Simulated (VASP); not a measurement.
Write the native input for VASP 6.6.1 that does the following.

- Task: single point
- Functional: PBE
- Potentials or basis: VASP PAW PBE potentials, release 64 (Si, As)
- Cutoff: 520 eV
- k mesh: 18 × 18 × 8
- Occupations: gaussian, width 0.1 eV
- Spin: no spin polarisation
- Dipole correction: no
- Further INCAR settings: ALGO = Fast; EDIFF = 1e-06; NBANDS = 16

The structure of Si3As lies in POSCAR:

```
Si3As
1.0
    3.5082623578      0.0000000000      0.0000000000
   -1.7541311789      3.0382443250      0.0000000000
    0.0000000000      0.0000000000      6.4641480362
Si As
3 1
Direct
    0.3333333333      0.6666666667      0.5000000000
    0.0000000000      0.0000000000      0.7318579701
    0.0000000000      0.0000000000      0.2681420299
    0.3333333333      0.6666666667      0.0000000000
```

The cell was generated, and may not be a known phase.

One way to write it, as run:

INCAR

```
PREC = Accurate
ENCUT = 520
EDIFF = 1E-6
ISMEAR = 0
SIGMA = 0.1
LREAL = False
LASPH = True
NELM = 100
ALGO = Fast
ISIF = 2
LWAVE = False
LCHARG = False
GGA = PE
NBANDS = 16
```

KPOINTS

```
regular mesh
0
Gamma
  18 18 8
```

Potentials or basis: VASP PAW PBE potentials, release 64 (Si, As).

Launch:

```sh
$ cat potpaw_PBE.64/Si/POTCAR potpaw_PBE.64/As/POTCAR > POTCAR
$ mpirun -np 1 vasp_std > vasp.out
```

It gave:

The pressure is 0.0 GPa and the largest force is 0.016 eV/Å. The band gap on the k mesh is zero (an odd number of electrons rules out a gap without spin polarisation).

It took 3.4 min on 1 thread of Oxide Virtual Turin-like Processor, with other jobs on the host, peak memory 0.29 GiB.
